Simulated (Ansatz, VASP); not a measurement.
# BaTe in VASP and in Ansatz

Contents of INCAR:

```
SYSTEM = BaTe
PREC = Accurate
ENCUT = 520
EDIFF = 1E-6
ISMEAR = 0
SIGMA = 0.1
LREAL = .FALSE.
LASPH = .TRUE.
NELM = 100
ALGO = Normal
ISIF = 2
LWAVE = .FALSE.
LCHARG = .FALSE.
GGA = PE
NBANDS = 15
```

Contents of KPOINTS:

```
Automatic mesh
0
G
  6 6 4
  0 0 0
```

File POSCAR:

```
BaTe
1.0
    4.8359785300      0.0000000000      0.0000000000
   -2.4179892600      4.1880802600      0.0000000000
    0.0000000000      0.0000000000      4.7081515300
Ba Te
1 1
Direct
    0.3333333300      0.6666666700      0.5000000000
    0.6666666700      0.3333333300      0.0000000000
```

Input for Ansatz:

```yaml
crystal:
  lattice:
    - [4.83597853, 0.0, 0.0]
    - [-2.41798926, 4.18808026, 0.0]
    - [0.0, 0.0, 4.70815153]
  atoms:
    - { symbol: Ba, position: [0.33333333, 0.66666667, 0.5] }
    - { symbol: Te, position: [0.66666667, 0.33333333, 0.0] }
basis:
  ecutwfc: 420
kpoints:
  mp_grid: { grid: [6, 6, 4] }
hamiltonian:
  xc: pbe
scf:
  occupations: { method: gaussian, width: 0.1 }
  lower_state_search: "off"
output:
  forces: true
  stress: true
  eigenvalues: true
```

Alike in both runs: task single point; functional PBE; k mesh 6 × 6 × 4; occupations gaussian, width 0.1 eV; no spin polarisation.

```csv
,VASP,Ansatz
version,VASP 6.6.1,Ansatz 0.2.0
potentials or method,"VASP PAW PBE potentials, release 64 (Ba_sv, Te), cutoff 520 eV","scalar-relativistic, plane waves, PAW"
valence electrons in the cell,16,26
```

|  | VASP | Ansatz | Ansatz less VASP |
| --- | --- | --- | --- |
| gap on the k mesh at the Fermi level (eV) | 1.61 | 1.65 | +0.042 |
| least direct gap on the mesh (eV) | 1.61 | 1.65 | +0.042 |
| pressure (GPa) | -1.8 | -2.0 | -0.24 |
| traceless stress, the component that is largest in VASP (GPa) | -2.19 | -2.23 | -0.037 |

The functional is the same, so the differences come from potentials, cutoffs and numerics. VASP's potentials hold 16 valence electrons a cell and Ansatz's 26, so a difference there can come from the potentials and not from the codes.

Neither program's run includes spin-orbit coupling.
